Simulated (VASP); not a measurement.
# W (C2/m) in VASP: electric field gradients with PBEsol

Aim: the electric field gradients of W with PBEsol.

Everything below comes from runs of VASP 6.6.1. Logs are shortened: lines on timing, memory, paths and dates and some standing lists are left out, and cuts for length are marked.

## 1. The cell of the first run

It takes space group C2/m (No. 12, monoclinic). The conventional cell has a = 4.927 Å, b = 2.845 Å, c = 4.608 Å, α = 90.00°, β = 90.00°, γ = 90.00°. W (site symmetry m) has 12 W at 2.60 to 3.11 Å within 3.4 Å.

## 2. Electric field gradients, PBEsol (shortest bond scaled by 1.1)

The input, INCAR:

```
  PREC = Accurate
  ENCUT = 520
  EDIFF = 1E-8
  ISMEAR = -1
  SIGMA = 0.05
  LREAL = F
  LASPH = T
  NELM = 100
  ALGO = Normal
  ISIF = 2
  LWAVE = F
  LCHARG = F
  GGA = PS
  LEFG = T
  NBANDS = 21
```

The input, KPOINTS:

```
regular mesh
0
Gamma
  12 12 7
```

The input, POSCAR:

```
W
1.0
    2.8445100090      0.0000000000      0.0000000000
   -1.4222550045      2.4634179291      0.0000000000
    0.0000000000      0.0000000000      4.6081062146
W
2
Direct
    0.3666666667      0.6833333333      0.2750000000
    0.6333333333      0.3166666667      0.7250000000
```

Potentials or basis: VASP PAW PBE potentials, release 64 (W_sv).

The run is started by

```bash
cat potpaw_PBE.64/W_sv/POTCAR > POTCAR
mpirun -np 1 vasp_std > vasp.out
```

OUTCAR:

```text
PREC = Accurate
   ENCUT = 520
   EDIFF = 1E-8
   ISMEAR = -1
   LREAL = F
   LASPH = T
   NELM = 100
   ISIF = 2
   GGA = PS

 ion  position               nearest neighbor table
   1  0.367  0.683  0.275-   2 2.60   2 2.60   2 2.75   2 2.98   2 2.98   2 3.11
   2  0.633  0.317  0.725-   1 2.60   1 2.60   1 2.75   1 2.98   1 2.98   1 3.11

  LATTYP: Found a hexagonal cell.
 ALAT       =     2.8445100090
 C/A-ratio  =     1.6200000000

  Lattice vectors:

 A1 = (   2.8445100090,   0.0000000000,   0.0000000000)
 A2 = (  -1.4222550045,   2.4634179291,   0.0000000000)
 A3 = (   0.0000000000,   0.0000000000,   4.6081062146)

Analysis of symmetry for initial positions (statically):
=====================================================================
 Subroutine PRICEL returns:
 Original cell was already a primitive cell.

 Routine SETGRP: Setting up the symmetry group for a
 hexagonal supercell.

 Subroutine GETGRP returns: Found  4 space group operations
 (whereof  4 operations were pure point group operations)
 out of a pool of 24 trial point group operations.

The static configuration has the point symmetry C_2h.

Analysis of symmetry for dynamics (positions and initial velocities):
=====================================================================
 Subroutine PRICEL returns:
 Original cell was already a primitive cell.

 Routine SETGRP: Setting up the symmetry group for a
 hexagonal supercell.

 Subroutine GETGRP returns: Found  4 space group operations
 (whereof  4 operations were pure point group operations)
 out of a pool of 24 trial point group operations.

The dynamic configuration has the point symmetry C_2h.

 Subroutine INISYM returns: Found  4 space group operations
 (whereof  4 operations are pure point group operations),
 and found     1 'primitive' translations

----------------------------------------------------------------------------------------

                                     Primitive cell

  volume of cell :      32.2900

  direct lattice vectors                    reciprocal lattice vectors
     2.844510009  0.000000000  0.000000000     0.351554397  0.202970026  0.000000000
    -1.422255004  2.463417929  0.000000000     0.000000000  0.405940051  0.000000000
     0.000000000  0.000000000  4.608106215     0.000000000  0.000000000  0.217008887

  length of vectors
     2.844510009  2.844510009  4.608106215     0.405940051  0.405940051  0.217008887

  position of ions in fractional coordinates (direct lattice)
     0.366666667  0.683333333  0.275000000
     0.633333333  0.316666667  0.725000000

  ion indices of the primitive-cell ions
   primitive index   ion index
                 1           1
                 2           2

----------------------------------------------------------------------------------------

 KPOINTS: regular mesh

Automatic generation of k-mesh.
 Grid dimensions read from file:
 generate k-points for:   12   12    7

 Generating k-lattice:

  Cartesian coordinates                     Fractional coordinates (reciprocal lattice)
     0.029296200  0.016914169  0.000000000     0.083333333 -0.000000000  0.000000000
     0.000000000  0.033828338  0.000000000     0.000000000  0.083333333  0.000000000
     0.000000000  0.000000000  0.031001270     0.000000000  0.000000000  0.142857143

  Length of vectors
     0.033828338  0.033828338  0.031001270

  Shift w.r.t. Gamma in fractional coordinates (k-lattice)
     0.000000000  0.000000000  0.000000000

 Subroutine IBZKPT returns following result:
 ===========================================

 Found    277 irreducible k-points:

 Following reciprocal coordinates:
            Coordinates               Weight
  0.000000  0.000000  0.000000      1.000000
  0.083333  0.000000  0.000000      2.000000
  0.000000  0.083333  0.000000      4.000000
  0.166667 -0.000000  0.000000      2.000000
  0.000000  0.166667  0.000000      4.000000
  0.250000 -0.000000  0.000000      2.000000
[... 16 lines left out ...]
 -0.083333  0.416667  0.000000      4.000000
 -0.416667  0.333333  0.000000      4.000000
 [... further k-points ...]
   k-points           NKPTS =    277   k-points in BZ     NKDIM =    277   number of bands    NBANDS=     21
   number of dos      NEDOS =    301   number of ions     NIONS =      2
   total plane-waves  NPLWV =  20736
   dimension x,y,z NGX =    24 NGY =   24 NGZ =   36
   dimension x,y,z NGXF=    48 NGYF=   48 NGZF=   72
   ions per type =               2
   NGX,Y,Z   is equivalent  to a cutoff of  14.03, 14.03, 12.99 a.u.
   NGXF,Y,Z  is equivalent  to a cutoff of  28.05, 28.05, 25.98 a.u.
 SYSTEM =  unknown system
   PREC   = accura    normal or accurate (medium, high low for compatibility)
   ISTART =      0    job   : 0-new  1-cont  2-samecut
   ICHARG =      2    charge: 1-file 2-atom 10-const
   ISPIN  =      1    spin polarized calculation?
   LNONCOLLINEAR =      F non collinear calculations
   LSORBIT =      F    spin-orbit coupling
   LASPH  =      T    aspherical Exc in radial PAW
   ENCUT  =  520.0 eV  38.22 Ry    6.18 a.u.   5.29  5.29  8.57*2*pi/ulx,y,z
   NELM   =    100;   NELMIN=  2; NELMDL= -5     # of ELM steps
   EDIFF  = 0.1E-07   stopping-criterion for ELM
   LREAL  =      F    real-space projection
   EDIFFG = 0.1E-06   stopping-criterion for IOM
   NSW    =      0    number of steps for IOM
   IBRION =     -1    ionic relax: 0-MD 1-quasi-New 2-CG
   NFREE  =      0    steps in history (QN), initial steepest desc. (CG)
   ISIF   =      2    stress and relaxation
   ISYM   =      2    0-nonsym 1-usesym 2-fastsym
   POTIM  = 0.5000    time-step for ionic-motion
   TEBEG  =    0.0;   TEEND  =   0.0 temperature during run
   PSTRESS=    0.0 pullay stress
   NELECT =      28.0000    total number of electrons
   NUPDOWN=      -1.0000    fix difference up-down
   EMIN   =  10.00;   EMAX   =-10.00  energy-range for DOS
[... 5 lines left out ...]
     AMIX     =   0.40;   BMIX     =  1.00
     AMIX_MAG =   1.60;   BMIX_MAG =  1.00
  volume/ion in A,a.u.               =      16.15       108.95
  Fermi-wavevector in a.u.,A,eV,Ry     =   1.561127  2.950102 33.158985  2.437117
  Thomas-Fermi vector in A             =   2.664238
   LORBIT       =      0    0 simple, 1 ext, 2 COOP (PROOUT), +10 PAW based schemes
   GGA     = PS    functional components
   LHFCALC =     F    Hartree Fock is set to
   AEXX    =    0.0000 exact exchange contribution
   IVDW    =     0    specifies the selected vdW correction
   LEPSILON=     F    determine dielectric tensor
   LRPA    =     F    only Hartree local field effects (RPA)
 non-spin polarized calculation
  energy-cutoff  :      520.00
  volume of cell :       32.29
 maximum number of plane-waves:       885
 NGX is ok and might be reduce to    24
   NGX = 11   NGY = 11   NGZ = 17

 number of electron      28.0000000 magnetization

 Free energy of the ion-electron system (eV)
  ---------------------------------------------------
  ext. energy  EPLUGINS =         0.00000000
  ---------------------------------------------------
  free energy    TOTEN  =       -26.09553160 eV

  energy without entropy =      -26.06959425  energy(sigma->0) =      -26.08256293

 E-fermi :  10.5542     XC(G=0): -13.6053

 val. band max:       10.5534898404   @ k =   0.5000   0.3333   0.0000
 cond. band min:      10.5559337824   @ k =   0.0833   0.0833   0.0000
 fundamental gap:      0.0024439419
 Fermi energy:        10.5541565171

 k-point     1 :       0.0000    0.0000    0.0000
  band No.  band energies     occupation
      1     -62.9956      2.00000
      2     -62.8265      2.00000
      3     -27.9234      2.00000
      4     -26.8386      2.00000
      5     -26.7856      2.00000
      6     -26.6621      2.00000
[... 13 lines left out ...]
     20      15.8659      0.00000
     21      19.7359      0.00000

 k-point     2 :       0.0833    0.0000    0.0000
  band No.  band energies     occupation
      1     -62.9889      2.00000
      2     -62.8234      2.00000
      3     -27.9015      2.00000
      4     -26.8649      2.00000
      5     -26.8575      2.00000
      6     -26.7149      2.00000
[... 13 lines left out ...]
     20      15.9535      0.00000
     21      19.8727      0.00000

 k-point     3 :       0.0000    0.0833    0.0000
  band No.  band energies     occupation
      1     -62.9880      2.00000
      2     -62.8243      2.00000
      3     -27.8972      2.00000
      4     -26.9060      2.00000
      5     -26.8162      2.00000
      6     -26.6861      2.00000
[... 13 lines left out ...]
     20      16.6059      0.00000
     21      19.8896      0.00000

 k-point     4 :       0.1667   -0.0000    0.0000
  band No.  band energies     occupation
      1     -62.9699      2.00000
      2     -62.8152      2.00000
      3     -27.8416      2.00000
      4     -27.0644      2.00000
      5     -26.9084      2.00000
      6     -26.8641      2.00000
[... 13 lines left out ...]
     20      17.3257      0.00000
     21      20.0815      0.00000

 k-point     5 :       0.0000    0.1667    0.0000
  band No.  band energies     occupation
      1     -62.9664      2.00000
      2     -62.8187      2.00000
      3     -27.8247      2.00000
      4     -27.0891      2.00000
      5     -26.8828      2.00000
      6     -26.8047      2.00000
[... 13 lines left out ...]
     20      18.2092      0.00000
     21      20.0904      0.00000
[... 382 lines left out ...]
     20      19.6934      0.00000
     21      21.1507      0.00000

 k-point    22 :       0.3333    0.0833    0.0000
  band No.  band energies     occupation
      1     -62.8998      2.00000
      2     -62.7919      2.00000
      3     -27.6984      2.00000
      4     -27.6274      2.00000
      5     -27.2687      2.00000
      6     -27.0895      2.00000
[... 13 lines left out ...]
     20      19.6902      0.00000
     21      21.4461      0.00000

 k-point    23 :      -0.0833    0.4167    0.0000
  band No.  band energies     occupation
      1     -62.8780      2.00000
      2     -62.8137      2.00000
      3     -27.6907      2.00000
      4     -27.5849      2.00000
      5     -27.1447      2.00000
      6     -27.0855      2.00000
[... 13 lines left out ...]
     20      19.5432      0.00000
     21      21.5516      0.00000

 k-point    24 :      -0.4167    0.3333    0.0000
  band No.  band energies     occupation
      1     -62.8836      2.00000
      2     -62.8081      2.00000
      3     -27.6955      2.00000
      4     -27.5772      2.00000
      5     -27.2358      2.00000
      6     -27.0255      2.00000
[... 13 lines left out ...]
     20      19.6347      0.00000
     21      21.3279      0.00000

 [... further k-points ...]

------------------------ aborting loop because EDIFF is reached ----------------------------------------

  FORCE on cell =-STRESS in cart. coord.  units (eV):
  Direction    XX          YY          ZZ          XY          YZ          ZX
  --------------------------------------------------------------------------------------
  -------------------------------------------------------------------------------------
  Total        0.1865871      1.3487520      0.9401893     -1.0064643     -0.4790607     -0.8297577
  in kB        9.2581470     66.9228818     46.6506673    -49.9391252    -23.7702147    -41.1712293
  external PRESSURE =      40.9438987 kB  Pullay stress =       0.0000000 kB

 VOLUME and BASIS-vectors are now :
 -----------------------------------------------------------------------------
  energy-cutoff  :      520.00
  volume of cell :       32.29
      direct lattice vectors                 reciprocal lattice vectors
     2.844510009  0.000000000  0.000000000     0.351554397  0.202970026  0.000000000
    -1.422255004  2.463417929  0.000000000     0.000000000  0.405940051  0.000000000
     0.000000000  0.000000000  4.608106215     0.000000000  0.000000000  0.217008887

 POSITION                                       TOTAL-FORCE (eV/Angst)
 -----------------------------------------------------------------------------------
      0.07111      1.68334      1.26723         0.491076      0.283523     -2.987884
      1.35114      0.78008      3.34088        -0.491076     -0.283523      2.987884
 -----------------------------------------------------------------------------------
    total drift:                               -0.000000      0.000000     -0.000000

  FREE ENERGIE OF THE ION-ELECTRON SYSTEM (eV)
  ---------------------------------------------------
  free  energy   TOTEN  =       -26.0955315987 eV

  energy  without entropy=      -26.0695942519  energy(sigma->0) =      -26.08256293

 Electric field gradients (V/A^2)
---------------------------------------------------------------------
 ion       V_xx      V_yy      V_zz      V_xy      V_xz      V_yz
---------------------------------------------------------------------
   1      32.726   -22.806    -9.920    48.093     8.997     5.194
   2      32.726   -22.806    -9.920    48.093     8.997     5.194
---------------------------------------------------------------------

 Electric field gradients after diagonalization (V/A^2)
 (convention: |V_zz| > |V_xx| > |V_yy|)
----------------------------------------------------------------------
 ion       V_xx      V_yy      V_zz     asymmetry (V_yy - V_xx)/ V_zz
----------------------------------------------------------------------
   1     -50.572   -11.421    61.993       0.632
   2     -50.572   -11.421    61.993       0.632
----------------------------------------------------------------------

           NMR quadrupolar parameters

 Cq : quadrupolar parameter    Cq=e*Q*V_zz/h
 eta: asymmetry parameters     (V_yy - V_xx)/ V_zz
 Q  : nuclear electric quadrupole moment in mb (millibarn)
----------------------------------------------------------------------
 ion       Cq(MHz)       eta       Q (mb)
----------------------------------------------------------------------
   1       0.150       0.632       1.000
   2       0.150       0.632       1.000
----------------------------------------------------------------------
```

Wall time 1.7 min (1 thread of Intel Xeon 6975P-C, shared host); peak memory 0.27 GiB.

Results:

| Item | Value |
| --- | --- |
| Free energy | -26.0955 eV |
| Pressure | 4.1 GPa |
| Largest force | 3.041 eV/Å |
| Band gap on the k mesh | zero (band 14 reaches 11.61 eV, above the bottom of band 15 at 9.99 eV) |

Forces on the atoms (eV/Å):
```
W    0.491  0.284 -2.988
W   -0.491 -0.284  2.988
```

Stress tensor (GPa, compression positive):
```
 0.93 -4.99 -4.12
-4.99  6.69 -2.38
-4.12 -2.38  4.67
```

Levels at points of the mesh, in eV from the Fermi level:
```csv
k point,band 10,band 11,band 12,band 13,band 14,band 15,band 16,band 17,band 18,band 19
"(0.00, 0.00, 0.00)",-5.84,-1.06,-0.88,-0.60,-0.10,0.04,1.27,1.39,2.14,3.83
"(0.50, 0.00, 0.00)",-5.27,-4.59,-1.18,-0.86,0.23,0.85,5.19,5.22,5.97,6.55
"(0.00, 0.50, 0.00)",-4.86,-3.99,-1.25,-0.90,-0.79,0.30,4.89,5.12,5.78,7.04
```

Electric field gradients, principal values (V/Å²):
```csv
atom,least,middle,greatest (by size)
1 W,-11.421,-50.572,61.993
2 W,-11.421,-50.572,61.993
```

Caveat: the cell differs from its parent crystal (shortest bond scaled by 1.1); without QUAD_EFG the Cq values of the log hold for a quadrupole moment of 1 mb, not for the nuclei; the PAW data sets were made with another functional, which shifts forces and pressure a little; spin-orbit coupling is left out, which moves the levels of the heavy elements.
